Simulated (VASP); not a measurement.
# MnS (Pm-3m) in VASP: single point with r2SCAN

Aim: the single point of MnS with r2SCAN.

Everything below comes from runs of VASP 6.6.1. Logs are shortened: lines on timing, memory, paths and dates and some standing lists are left out, and cuts for length are marked.

## 1. The cell of the first run

It takes space group Pm-3m (No. 221, cubic). The conventional cell has a = 3.099 Å, b = 3.099 Å, c = 3.099 Å, α = 90.00°, β = 90.00°, γ = 90.00°. Within 3.5 Å of Mn (site symmetry m-3m) lie 8 S at 2.68 Å and 6 Mn at 3.10 Å. Within 3.5 Å of S (site symmetry m-3m) lie 8 Mn at 2.68 Å and 6 S at 3.10 Å.

## 2. Single point, r2SCAN, collinear spin, ferromagnetic start

POSCAR reads:

```
MnS
1.0
    3.0990400000      0.0000000000      0.0000000000
    0.0000000000      3.0990400000      0.0000000000
    0.0000000000      0.0000000000      3.0990400000
Mn S
1 1
Direct
    0.5000000000      0.5000000000      0.5000000000
    0.0000000000      0.0000000000      0.0000000000
```

INCAR.step1 reads:

```
SYSTEM = MnS
ALGO = Normal
EDIFF = 1E-4
ENCUT = 520
GGA = PE
ISMEAR = -1
ISPIN = 2
LASPH = .True.
LCHARG = .False.
LMAXMIX = 4
LREAL = .False.
LWAVE = .True.
MAGMOM = 2.8 0
NBANDS = 20
NELM = 150
PREC = Accurate
SIGMA = 0.15
```

INCAR.step2 reads:

```
SYSTEM = MnS
ALGO = Normal
EDIFF = 1E-6
ENCUT = 520
ISIF = 2
ISMEAR = -1
ISPIN = 2
ISTART = 1
LASPH = .True.
LCHARG = .False.
LMAXMIX = 4
LMIXTAU = .True.
LORBIT = 11
LREAL = .False.
LWAVE = .False.
MAGMOM = 2.8 0
METAGGA = R2SCAN
NBANDS = 20
NELM = 150
PREC = Accurate
SIGMA = 0.15
```

KPOINTS reads:

```
k-points
0
Gamma
  7 7 7
  0 0 0
```

Potentials or basis: VASP PAW PBE potentials, release 64 (Mn_pv, S).

Command:

```
> cat potpaw_PBE.64/Mn_pv/POTCAR potpaw_PBE.64/S/POTCAR > POTCAR
> cp INCAR.step1 INCAR
> mpirun -np 1 vasp_std > vasp.out
> cp INCAR.step2 INCAR
> mpirun -np 1 vasp_std > vasp.out
```

OUTCAR:

```text
SYSTEM = MnS
   EDIFF = 1E-6
   ENCUT = 520
   ISIF = 2
   ISMEAR = -1
   ISPIN = 2
   ISTART = 1
   LASPH = .True.
   LORBIT = 11
   LREAL = .False.
   METAGGA = R2SCAN
   NELM = 150
   PREC = Accurate

 ion  position               nearest neighbor table
   1  0.500  0.500  0.500-   2 2.68   2 2.68   2 2.68   2 2.68   2 2.68   2 2.68   2 2.68   2 2.68

   2  0.000  0.000  0.000-   1 2.68   1 2.68   1 2.68   1 2.68   1 2.68   1 2.68   1 2.68   1 2.68

  LATTYP: Found a simple cubic cell.
 ALAT       =     3.0990400000

  Lattice vectors:

 A1 = (   3.0990400000,   0.0000000000,   0.0000000000)
 A2 = (   0.0000000000,   3.0990400000,   0.0000000000)
 A3 = (   0.0000000000,   0.0000000000,   3.0990400000)

Analysis of symmetry for initial positions (statically):
=====================================================================
 Subroutine PRICEL returns:
 Original cell was already a primitive cell.

 Routine SETGRP: Setting up the symmetry group for a
 simple cubic supercell.

 Subroutine GETGRP returns: Found 48 space group operations
 (whereof 48 operations were pure point group operations)
 out of a pool of 48 trial point group operations.

The static configuration has the point symmetry O_h .

Analysis of symmetry for dynamics (positions and initial velocities):
=====================================================================
 Subroutine PRICEL returns:
 Original cell was already a primitive cell.

 Routine SETGRP: Setting up the symmetry group for a
 simple cubic supercell.

 Subroutine GETGRP returns: Found 48 space group operations
 (whereof 48 operations were pure point group operations)
 out of a pool of 48 trial point group operations.

The dynamic configuration has the point symmetry O_h .

Analysis of structural, dynamic, and magnetic symmetry:
=====================================================================
 Subroutine PRICEL returns:
 Original cell was already a primitive cell.

 Routine SETGRP: Setting up the symmetry group for a
 simple cubic supercell.

 Subroutine GETGRP returns: Found 48 space group operations
 (whereof 48 operations were pure point group operations)
 out of a pool of 48 trial point group operations.

The overall configuration has the point symmetry O_h .

 Subroutine INISYM returns: Found 48 space group operations
 (whereof 48 operations are pure point group operations),
 and found     1 'primitive' translations

----------------------------------------------------------------------------------------

                                     Primitive cell

  volume of cell :      29.7633

  direct lattice vectors                    reciprocal lattice vectors
     3.099040000  0.000000000  0.000000000     0.322680572  0.000000000  0.000000000
     0.000000000  3.099040000  0.000000000     0.000000000  0.322680572  0.000000000
     0.000000000  0.000000000  3.099040000     0.000000000  0.000000000  0.322680572

  length of vectors
     3.099040000  3.099040000  3.099040000     0.322680572  0.322680572  0.322680572

  position of ions in fractional coordinates (direct lattice)
     0.500000000  0.500000000  0.500000000
     0.000000000  0.000000000  0.000000000

  ion indices of the primitive-cell ions
   primitive index   ion index
                 1           1
                 2           2

----------------------------------------------------------------------------------------

 KPOINTS: k-points

Automatic generation of k-mesh.
 Grid dimensions read from file:
 generate k-points for:    7    7    7

 Generating k-lattice:

  Cartesian coordinates                     Fractional coordinates (reciprocal lattice)
     0.046097225  0.000000000  0.000000000     0.142857143  0.000000000  0.000000000
     0.000000000  0.046097225  0.000000000     0.000000000  0.142857143  0.000000000
     0.000000000  0.000000000  0.046097225     0.000000000  0.000000000  0.142857143

  Length of vectors
     0.046097225  0.046097225  0.046097225

  Shift w.r.t. Gamma in fractional coordinates (k-lattice)
     0.000000000  0.000000000  0.000000000

 Subroutine IBZKPT returns following result:
 ===========================================

 Found     20 irreducible k-points:

 Following reciprocal coordinates:
            Coordinates               Weight
  0.000000  0.000000  0.000000      1.000000
  0.142857  0.000000  0.000000      6.000000
  0.285714  0.000000  0.000000      6.000000
  0.428571  0.000000  0.000000      6.000000
  0.142857  0.142857  0.000000     12.000000
  0.285714  0.142857  0.000000     24.000000
[... 12 lines left out ...]
  0.428571  0.428571  0.285714     24.000000
  0.428571  0.428571  0.428571      8.000000
   k-points           NKPTS =     20   k-points in BZ     NKDIM =     20   number of bands    NBANDS=     20
   number of dos      NEDOS =    301   number of ions     NIONS =      2
   total plane-waves  NPLWV =  13824
   dimension x,y,z NGX =    24 NGY =   24 NGZ =   24
   dimension x,y,z NGXF=    48 NGYF=   48 NGZF=   48
   ions per type =               1   1
   NGX,Y,Z   is equivalent  to a cutoff of  12.87, 12.87, 12.87 a.u.
   NGXF,Y,Z  is equivalent  to a cutoff of  25.75, 25.75, 25.75 a.u.
 SYSTEM =  MnS
   PREC   = accura    normal or accurate (medium, high low for compatibility)
   ISTART =      1    job   : 0-new  1-cont  2-samecut
   ICHARG =      0    charge: 1-file 2-atom 10-const
   ISPIN  =      2    spin polarized calculation?
   LNONCOLLINEAR =      F non collinear calculations
   LSORBIT =      F    spin-orbit coupling
   LASPH  =      T    aspherical Exc in radial PAW
   ENCUT  =  520.0 eV  38.22 Ry    6.18 a.u.   5.76  5.76  5.76*2*pi/ulx,y,z
   NELM   =    150;   NELMIN=  2; NELMDL=  0     # of ELM steps
   EDIFF  = 0.1E-05   stopping-criterion for ELM
   LREAL  =      F    real-space projection
   EDIFFG = 0.1E-04   stopping-criterion for IOM
   NSW    =      0    number of steps for IOM
   IBRION =     -1    ionic relax: 0-MD 1-quasi-New 2-CG
   NFREE  =      0    steps in history (QN), initial steepest desc. (CG)
   ISIF   =      2    stress and relaxation
   ISYM   =      2    0-nonsym 1-usesym 2-fastsym
   POTIM  = 0.5000    time-step for ionic-motion
   TEBEG  =    0.0;   TEEND  =   0.0 temperature during run
   PSTRESS=    0.0 pullay stress
   NELECT =      19.0000    total number of electrons
   NUPDOWN=      -1.0000    fix difference up-down
   EMIN   =  10.00;   EMAX   =-10.00  energy-range for DOS
   EFERMI =   0.00;   METHOD = LEGACY
   ISMEAR =    -1;   SIGMA  =   0.15  broadening in eV -4-tet -1-fermi 0-gaus
   EFERMI_NEDOS =   21; number of points for ismear=-14 and -15
   IALGO  =     38    algorithm
   IMIX   =      4    mixing-type and parameters
     AMIX     =   0.40;   BMIX     =  1.00
     AMIX_MAG =   1.60;   BMIX_MAG =  1.00
  volume/ion in A,a.u.               =      14.88       100.43
  Fermi-wavevector in a.u.,A,eV,Ry     =   1.409610  2.663776 27.034766  1.986999
  Thomas-Fermi vector in A             =   2.531648
   LORBIT       =     11    0 simple, 1 ext, 2 COOP (PROOUT), +10 PAW based schemes
   METAGGA = R2SCAN    functional components
   LHFCALC =     F    Hartree Fock is set to
   AEXX    =    0.0000 exact exchange contribution
   IVDW    =     0    specifies the selected vdW correction
   LEPSILON=     F    determine dielectric tensor
   LRPA    =     F    only Hartree local field effects (RPA)
 spin polarized calculation
  energy-cutoff  :      520.00
  volume of cell :       29.76
 maximum number of plane-waves:       812
 NGX is ok and might be reduce to    24
   NGX = 11   NGY = 11   NGZ = 11

 number of electron      18.9999977 magnetization       4.5835329

 Free energy of the ion-electron system (eV)
  ---------------------------------------------------
  ext. energy  EPLUGINS =         0.00000000
  ---------------------------------------------------
  free energy    TOTEN  =       -23.59800636 eV

  energy without entropy =      -23.51876114  energy(sigma->0) =      -23.55838375

 E-fermi :   8.7162     XC(G=0): -12.2904

 val. band max:        8.7108202727   @ k =   0.2857   0.0000   0.0000
 cond. band min:       8.7756026452   @ k =   0.4286   0.2857   0.0000
 fundamental gap:      0.0647823724
 Fermi energy:         8.7161998389

 spin component 1

 k-point     1 :       0.0000    0.0000    0.0000
  band No.  band energies     occupation
      1     -44.4117      1.00000
      2     -44.4117      1.00000
      3     -44.4117      1.00000
      4      -7.5790      1.00000
      5       3.9282      1.00000
      6       3.9282      1.00000
[... 12 lines left out ...]
     19      24.6275      0.00000
     20      24.6275      0.00000
[... 415 lines left out ...]
 k-point    20 :       0.4286    0.4286    0.4286
  band No.  band energies     occupation
      1     -44.4387      1.00000
      2     -44.4385      1.00000
      3     -44.4385      1.00000
      4      -3.7799      1.00000
      5       1.8143      1.00000
      6       1.8143      1.00000
[... 12 lines left out ...]
     19      28.9555      0.00000
     20      31.5631      0.00000
 Fermi energy:         8.7161998389

 spin component 2

 k-point     1 :       0.0000    0.0000    0.0000
  band No.  band energies     occupation
      1     -38.5136      1.00000
      2     -38.5136      1.00000
      3     -38.5136      1.00000
      4      -7.3624      1.00000
      5       6.9402      0.99999
      6       6.9402      0.99999
[... 12 lines left out ...]
     19      26.3715      0.00000
     20      26.3715      0.00000
[... 415 lines left out ...]
 k-point    20 :       0.4286    0.4286    0.4286
  band No.  band energies     occupation
      1     -38.5472      1.00000
      2     -38.5470      1.00000
      3     -38.5470      1.00000
      4      -3.5270      1.00000
      5       2.9734      1.00000
      6       2.9734      1.00000
[... 12 lines left out ...]
     19      29.9820      0.00000
     20      32.5577      0.00000

------------------------ aborting loop because EDIFF is reached ----------------------------------------

  FORCE on cell =-STRESS in cart. coord.  units (eV):
  Direction    XX          YY          ZZ          XY          YZ          ZX
  --------------------------------------------------------------------------------------
  -------------------------------------------------------------------------------------
  Total        1.8412343      1.8412343      1.8412343      0.0000000      0.0000000     -0.0000000
  in kB       99.1147039     99.1147039     99.1147039      0.0000000      0.0000000     -0.0000000
  external PRESSURE =      99.1147039 kB  Pullay stress =       0.0000000 kB

 VOLUME and BASIS-vectors are now :
 -----------------------------------------------------------------------------
  energy-cutoff  :      520.00
  volume of cell :       29.76
      direct lattice vectors                 reciprocal lattice vectors
     3.099040000  0.000000000  0.000000000     0.322680572  0.000000000  0.000000000
     0.000000000  3.099040000  0.000000000     0.000000000  0.322680572  0.000000000
     0.000000000  0.000000000  3.099040000     0.000000000  0.000000000  0.322680572

 POSITION                                       TOTAL-FORCE (eV/Angst)
 -----------------------------------------------------------------------------------
      1.54952      1.54952      1.54952         0.000000      0.000000      0.000000
      0.00000      0.00000      0.00000         0.000000      0.000000      0.000000
 -----------------------------------------------------------------------------------
    total drift:                                0.000000      0.000000     -0.000000

  FREE ENERGIE OF THE ION-ELECTRON SYSTEM (eV)
  ---------------------------------------------------
  free  energy   TOTEN  =       -23.5980063595 eV

  energy  without entropy=      -23.5187611434  energy(sigma->0) =      -23.55838375

 total charge

# of ion       s       p       d       tot
------------------------------------------
    1        0.217   6.165   4.968  11.350
    2        1.346   2.428   0.000   3.774
--------------------------------------------------
tot          1.564   8.592   4.968  15.124

 magnetization (x)

# of ion       s       p       d       tot
------------------------------------------
    1        0.021   0.037   4.185   4.243
    2        0.034   0.062   0.000   0.096
--------------------------------------------------
tot          0.055   0.099   4.185   4.339
```

Run time: 83 s. Hardware: 1 thread of AMD EPYC 7R13 (Zen 3), shared host; peak memory 0.13 GiB.

Results:

- Free energy: -23.5980 eV
- Pressure: 9.9 GPa
- Net moment: 4.58 μB per cell
- Site moments: Mn +4.24; S +0.10 μB
- Valence electrons inside the program's atomic spheres: Mn 11.35; S 3.77

Caveat: the cell stands under pressure; the PAW data sets were made with another functional, which shifts forces and pressure a little; a cell with one magnetic atom can't hold antiferromagnetic order, which such compounds often take; semilocal functionals often make such compounds metallic where correlation or magnetic order opens a gap, which also shifts bond lengths. With open d or f shells a metallic result of r2SCAN can be an artefact of self-interaction; +U or a hybrid may open a gap.
